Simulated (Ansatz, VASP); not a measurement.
One calculation of P, two programs

File INCAR:

```
  PREC = Accurate
  ENCUT = 520
  EDIFF = 1E-6
  ISMEAR = -1
  SIGMA = 0.1
  LREAL = False
  LASPH = True
  NELM = 60
  ALGO = Normal
  ISIF = 2
  LWAVE = False
  LCHARG = True
  GGA = B5
  ALDAX = 1.0
  AGGAX = 1.0
  AGGAC = 1.0
  ALDAC = 0.0
  LELF = True
  LVHAR = True
  NBANDS = 12
```

The input KPOINTS:

```
regular mesh
0
Gamma
  11 11 11
```

POSCAR

```
P
1.0
    0.0000000000      2.8573774832      2.8573774832
    2.8573774832      0.0000000000      2.8573774832
    2.8573774832      2.8573774832      0.0000000000
P
2
Direct
    0.1250000000      0.1250000000      0.1250000000
    0.8750000000      0.8750000000      0.8750000000
```

Input for Ansatz:

```yaml
crystal:
  lattice:
    - [0.0, 2.8573774832, 2.8573774832]
    - [2.8573774832, 0.0, 2.8573774832]
    - [2.8573774832, 2.8573774832, 0.0]
  atoms:
    - { symbol: P, position: [0.125, 0.125, 0.125] }
    - { symbol: P, position: [0.875, 0.875, 0.875] }
hamiltonian:
  xc: blyp
  pseudopotentials:
    kind: paw
    azcp:
      P: "pseudopotentials/P.paw.azcp"
basis:
  ecutwfc: 420
  fft_grid_basis: typed
kpoints:
  mp_grid: { grid: [11, 11, 11], shift: [0, 0, 0] }
magnetization:
  spin_polarized: false
scf:
  occupations: { method: fermi_dirac, width: 0.1 }
  lower_state_search: "off"
output:
  stress: true
  write_density: true
  write_potential: true
  elf: true
  volumetric_format: npy
```

Alike in both runs: task single point; functional BLYP; k mesh 11 × 11 × 11; occupations fermi-dirac, width 0.1 eV; no spin polarisation.

|  | VASP | Ansatz |
| --- | --- | --- |
| version | VASP 6.6.1 | Ansatz 0.2.0 |
| potentials or method | VASP PAW PBE potentials, release 64 (P), cutoff 520 eV | plane waves (420 eV) with PAW, scalar-relativistic |
| valence electrons in the cell | 10 | 10 |

|  | VASP | Ansatz | Ansatz less VASP |
| --- | --- | --- | --- |
| pressure (GPa) | 0.0 | -0.1 | -0.08 |

VASP's potentials were made for PBE, not for BLYP. The functional is the same, so the differences come from potentials, cutoffs and numerics.
